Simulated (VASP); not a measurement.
# HgTe (I-4m2) in VASP: further runs, part 2 of 2

VASP 6.6.1. The steps go on from the part before.

### 3 Single point, BLYP

Input file INCAR:

```
  PREC = Accurate
  ENCUT = 500
  EDIFF = 1E-6
  ISMEAR = -1
  SIGMA = 0.1
  LREAL = False
  LASPH = True
  NELM = 120
  ALGO = Normal
  ISIF = 2
  LWAVE = False
  LCHARG = True
  GGA = B5
  ALDAX = 1.0
  AGGAX = 1.0
  AGGAC = 1.0
  ALDAC = 0.0
  LELF = True
  LVHAR = True
  NBANDS = 16
  GGA_COMPAT = False
```

Input file KPOINTS:

```
regular mesh
0
Gamma
  4 4 4
```

Input file POSCAR:

```
HgTe
1.0
   -3.0456030000      3.0456030000      1.5594100000
    3.0456030000     -3.0456030000      1.5594100000
    3.0456030000      3.0456030000     -1.5594100000
Hg Te
1 1
Direct
    0.2500000000      0.7500000000      0.5000000000
    0.0000000000      0.0000000000      0.0000000000
```

Potentials or basis: VASP PAW PBE potentials, release 64 (Hg, Te).

Run with:

```
> cat potpaw_PBE.64/Hg/POTCAR potpaw_PBE.64/Te/POTCAR > POTCAR
> mpirun -np 1 vasp_std > vasp.out
```

OUTCAR:

```text
PREC = Accurate
   ENCUT = 500
   EDIFF = 1E-6
   ISMEAR = -1
   LREAL = False
   LASPH = True
   NELM = 120
   ISIF = 2
   GGA = B5

 ion  position               nearest neighbor table
   1  0.250  0.750  0.500-   2 3.14   2 3.14   2 3.14   2 3.14
   2  0.000  0.000  0.000-   1 3.14   1 3.14   1 3.14   1 3.14

  LATTYP: Found a body centered tetragonal cell.
 ALAT       =     6.0912060000
 C/A-ratio  =     0.5120201156

  Lattice vectors:

 A1 = (  -3.0456030000,   3.0456030000,   1.5594100000)
 A2 = (   3.0456030000,  -3.0456030000,   1.5594100000)
 A3 = (   3.0456030000,   3.0456030000,  -1.5594100000)

Analysis of symmetry for initial positions (statically):
=====================================================================
 Subroutine PRICEL returns:
 Original cell was already a primitive cell.

 Routine SETGRP: Setting up the symmetry group for a
 body centered tetragonal supercell.

 Subroutine GETGRP returns: Found  8 space group operations
 (whereof  8 operations were pure point group operations)
 out of a pool of 16 trial point group operations.

The static configuration has the point symmetry D_2d.

Analysis of symmetry for dynamics (positions and initial velocities):
=====================================================================
 Subroutine PRICEL returns:
 Original cell was already a primitive cell.

 Routine SETGRP: Setting up the symmetry group for a
 body centered tetragonal supercell.

 Subroutine GETGRP returns: Found  8 space group operations
 (whereof  8 operations were pure point group operations)
 out of a pool of 16 trial point group operations.

The dynamic configuration has the point symmetry D_2d.

 Subroutine INISYM returns: Found  8 space group operations
 (whereof  8 operations are pure point group operations),
 and found     1 'primitive' translations

----------------------------------------------------------------------------------------

                                     Primitive cell

  volume of cell :      57.8585

  direct lattice vectors                    reciprocal lattice vectors
    -3.045603000  3.045603000  1.559410000     0.000000000  0.164171102  0.320634086
     3.045603000 -3.045603000  1.559410000     0.164171102  0.000000000  0.320634086
     3.045603000  3.045603000 -1.559410000     0.164171102  0.164171102  0.000000000

  length of vectors
     4.580737366  4.580737366  4.580737366     0.360219888  0.360219888  0.232172999

  position of ions in fractional coordinates (direct lattice)
     0.250000000  0.750000000  0.500000000
     0.000000000  0.000000000  0.000000000

  ion indices of the primitive-cell ions
   primitive index   ion index
                 1           1
                 2           2

----------------------------------------------------------------------------------------

 KPOINTS: regular mesh

Automatic generation of k-mesh.
 Grid dimensions read from file:
 generate k-points for:    4    4    4

 Generating k-lattice:

  Cartesian coordinates                     Fractional coordinates (reciprocal lattice)
     0.000000000  0.041042775  0.080158521     0.250000000  0.000000000  0.000000000
     0.041042775  0.000000000  0.080158521     0.000000000  0.250000000  0.000000000
     0.041042775  0.041042775  0.000000000     0.000000000  0.000000000  0.250000000

  Length of vectors
     0.090054972  0.090054972  0.058043250

  Shift w.r.t. Gamma in fractional coordinates (k-lattice)
     0.000000000  0.000000000  0.000000000

 Subroutine IBZKPT returns following result:
 ===========================================

 Found     13 irreducible k-points:

 Following reciprocal coordinates:
            Coordinates               Weight
  0.000000  0.000000  0.000000      1.000000
  0.250000  0.000000  0.000000      8.000000
  0.500000  0.000000  0.000000      4.000000
  0.250000  0.250000  0.000000      8.000000
  0.500000  0.250000  0.000000     16.000000
 -0.250000  0.250000  0.000000      4.000000
  0.500000  0.500000  0.000000      2.000000
  0.250000  0.250000  0.250000      2.000000
 -0.250000  0.250000  0.250000      4.000000
  0.500000  0.500000  0.250000      4.000000
 -0.250000  0.500000  0.250000      8.000000
 -0.250000 -0.250000  0.250000      2.000000
  0.500000  0.500000  0.500000      1.000000
   k-points           NKPTS =     13   k-points in BZ     NKDIM =     13   number of bands    NBANDS=     16
   number of dos      NEDOS =    301   number of ions     NIONS =      2
   total plane-waves  NPLWV =  46656
   dimension x,y,z NGX =    36 NGY =   36 NGZ =   36
   dimension x,y,z NGXF=    72 NGYF=   72 NGZF=   72
   ions per type =               1   1
   NGX,Y,Z   is equivalent  to a cutoff of  13.07, 13.07, 13.07 a.u.
   NGXF,Y,Z  is equivalent  to a cutoff of  26.13, 26.13, 26.13 a.u.
 SYSTEM =  unknown system
   PREC   = accura    normal or accurate (medium, high low for compatibility)
   ISTART =      0    job   : 0-new  1-cont  2-samecut
   ICHARG =      2    charge: 1-file 2-atom 10-const
   ISPIN  =      1    spin polarized calculation?
   LNONCOLLINEAR =      F non collinear calculations
   LSORBIT =      F    spin-orbit coupling
   LASPH  =      T    aspherical Exc in radial PAW
   ENCUT  =  500.0 eV  36.75 Ry    6.06 a.u.   8.35  8.35  8.35*2*pi/ulx,y,z
   NELM   =    120;   NELMIN=  2; NELMDL= -5     # of ELM steps
   EDIFF  = 0.1E-05   stopping-criterion for ELM
   LREAL  =      F    real-space projection
   EDIFFG = 0.1E-04   stopping-criterion for IOM
   NSW    =      0    number of steps for IOM
   IBRION =     -1    ionic relax: 0-MD 1-quasi-New 2-CG
   NFREE  =      0    steps in history (QN), initial steepest desc. (CG)
   ISIF   =      2    stress and relaxation
   ISYM   =      2    0-nonsym 1-usesym 2-fastsym
   POTIM  = 0.5000    time-step for ionic-motion
   TEBEG  =    0.0;   TEEND  =   0.0 temperature during run
   PSTRESS=    0.0 pullay stress
   NELECT =      18.0000    total number of electrons
   NUPDOWN=      -1.0000    fix difference up-down
   EMIN   =  10.00;   EMAX   =-10.00  energy-range for DOS
   EFERMI =   0.00;   METHOD = LEGACY
   ISMEAR =    -1;   SIGMA  =   0.10  broadening in eV -4-tet -1-fermi 0-gaus
   EFERMI_NEDOS =   21; number of points for ismear=-14 and -15
   IALGO  =     38    algorithm
   IMIX   =      4    mixing-type and parameters
     AMIX     =   0.40;   BMIX     =  1.00
     AMIX_MAG =   1.60;   BMIX_MAG =  1.00
  volume/ion in A,a.u.               =      28.93       195.22
  Fermi-wavevector in a.u.,A,eV,Ry     =   1.109286  2.096246 16.742166  1.230515
  Thomas-Fermi vector in A             =   2.245823
   LORBIT       =      0    0 simple, 1 ext, 2 COOP (PROOUT), +10 PAW based schemes
   GGA     = B5    functional components
   LHFCALC =     F    Hartree Fock is set to
   AEXX    =    0.0000 exact exchange contribution
   IVDW    =     0    specifies the selected vdW correction
   LEPSILON=     F    determine dielectric tensor
   LRPA    =     F    only Hartree local field effects (RPA)
 non-spin polarized calculation
  energy-cutoff  :      500.00
  volume of cell :       57.86
 maximum number of plane-waves:      1501
 NGX is ok and might be reduce to    36
   NGX = 17   NGY = 17   NGZ = 17

 number of electron      18.0000002 magnetization

 Free energy of the ion-electron system (eV)
  ---------------------------------------------------
  ext. energy  EPLUGINS =         0.00000000
  ---------------------------------------------------
  free energy    TOTEN  =        -2.07153627 eV

  energy without entropy =       -2.04776615  energy(sigma->0) =       -2.05965121

 E-fermi :   4.4401     XC(G=0):  -9.2191

 val. band max:        4.4223087647   @ k =  -0.2500  -0.2500   0.2500
 cond. band min:       4.5272491792   @ k =  -0.2500   0.2500   0.0000
 fundamental gap:      0.1049404145
 Fermi energy:         4.4400667476

 k-point     1 :       0.0000    0.0000    0.0000
  band No.  band energies     occupation
      1      -7.4445      2.00000
      2      -2.7297      2.00000
      3      -1.9941      2.00000
      4      -1.9280      2.00000
      5      -1.5158      2.00000
      6      -1.5158      2.00000
[... 8 lines left out ...]
     15      15.0849      0.00000
     16      16.3870      0.00000
[... 210 lines left out ...]
 k-point    13 :       0.5000    0.5000    0.5000
  band No.  band energies     occupation
      1      -6.8456      2.00000
      2      -2.7651      2.00000
      3      -1.7230      2.00000
      4      -1.4858      2.00000
      5      -1.4858      2.00000
      6      -1.4275      2.00000
[... 8 lines left out ...]
     15      18.5636      0.00000
     16      18.6413      0.00000

------------------------ aborting loop because EDIFF is reached ----------------------------------------

  FORCE on cell =-STRESS in cart. coord.  units (eV):
  Direction    XX          YY          ZZ          XY          YZ          ZX
  --------------------------------------------------------------------------------------
  -------------------------------------------------------------------------------------
  Total        0.1535162      0.1535162      4.6454438      0.0000000      0.0000000      0.0000000
  in kB        4.2510665      4.2510665    128.6384823      0.0000000      0.0000000      0.0000000
  external PRESSURE =      45.7135385 kB  Pullay stress =       0.0000000 kB

 VOLUME and BASIS-vectors are now :
 -----------------------------------------------------------------------------
  energy-cutoff  :      500.00
  volume of cell :       57.86
      direct lattice vectors                 reciprocal lattice vectors
    -3.045603000  3.045603000  1.559410000     0.000000000  0.164171102  0.320634086
     3.045603000 -3.045603000  1.559410000     0.164171102  0.000000000  0.320634086
     3.045603000  3.045603000 -1.559410000     0.164171102  0.164171102  0.000000000

 POSITION                                       TOTAL-FORCE (eV/Angst)
 -----------------------------------------------------------------------------------
      3.04560      0.00000      0.77970         0.000000      0.000000     -0.000000
      0.00000      0.00000      0.00000        -0.000000     -0.000000      0.000000
 -----------------------------------------------------------------------------------
    total drift:                                0.000000     -0.000000      0.000000

  FREE ENERGIE OF THE ION-ELECTRON SYSTEM (eV)
  ---------------------------------------------------
  free  energy   TOTEN  =        -2.0715362693 eV

  energy  without entropy=       -2.0477661454  energy(sigma->0) =       -2.05965121
```

OSZICAR:

```text
N       E                     dE             d eps       ncg     rms          rms(c)
DAV:   1     0.993442078768E+02    0.99344E+02   -0.76771E+03   416   0.946E+02
DAV:   2     0.624531510799E+00   -0.98720E+02   -0.92420E+02   480   0.227E+02
DAV:   3    -0.236277947311E+01   -0.29873E+01   -0.29759E+01   528   0.394E+01
DAV:   4    -0.237727808880E+01   -0.14499E-01   -0.14497E-01   504   0.290E+00
DAV:   5    -0.237746952146E+01   -0.19143E-03   -0.19143E-03   568   0.343E-01    0.681E+00
DAV:   6    -0.207741199420E+01    0.30006E+00   -0.54273E-01   480   0.927E+00    0.473E+00
DAV:   7    -0.207208813096E+01    0.53239E-02   -0.78047E-02   520   0.184E+00    0.192E+00
DAV:   8    -0.207156225464E+01    0.52588E-03   -0.81890E-03   488   0.969E-01    0.308E-01
DAV:   9    -0.207152565759E+01    0.36597E-04   -0.91731E-04   552   0.333E-01    0.400E-02
DAV:  10    -0.207152911533E+01   -0.34577E-05   -0.93419E-05   480   0.842E-02    0.317E-02
DAV:  11    -0.207153493117E+01   -0.58158E-05   -0.13327E-05   560   0.241E-02    0.125E-02
DAV:  12    -0.207153632518E+01   -0.13940E-05   -0.25724E-06   448   0.114E-02    0.450E-03
DAV:  13    -0.207153626928E+01    0.55907E-07   -0.11252E-07   280   0.243E-03
   1 F= -.20715363E+01 E0= -.20596512E+01  d E =-.237701E-01
```

stdout:

```text
POSCAR found type information on POSCAR HgTe
 POSCAR found :  2 types and       2 ions
 scaLAPACK will be used
 -----------------------------------------------------------------------------
|                                                                             |
|                                                                             |
|     You enforced a specific xc type in the INCAR file but a different       |
|     I HOPE YOU KNOW WHAT YOU ARE DOING!                                     |
|                                                                             |
 -----------------------------------------------------------------------------

 LDA part: xc-table for (Slater(with rela. corr.)+VWN5), standard interpolation
 POSCAR, INCAR and KPOINTS ok, starting setup
 FFT: planning ... GRIDC
 FFT: planning ... GRID_SOFT
 FFT: planning ... GRID
 WAVECAR not read
 entering main loop
```

It took 32 s on 1 thread of AMD EPYC 9R14, shared host; peak memory 0.17 GiB.

Results:

* Free energy: -2.0715 eV
* Pressure: 4.6 GPa
* Band gap on the k mesh: zero (band 9 reaches 6.31 eV, above the bottom of band 10 at 4.07 eV)

Caveat: the k points lie up to 0.57 Å⁻¹ apart; the PAW data sets were made with another functional, which shifts forces and pressure a little; spin-orbit coupling is left out, which moves the levels of the heavy elements.
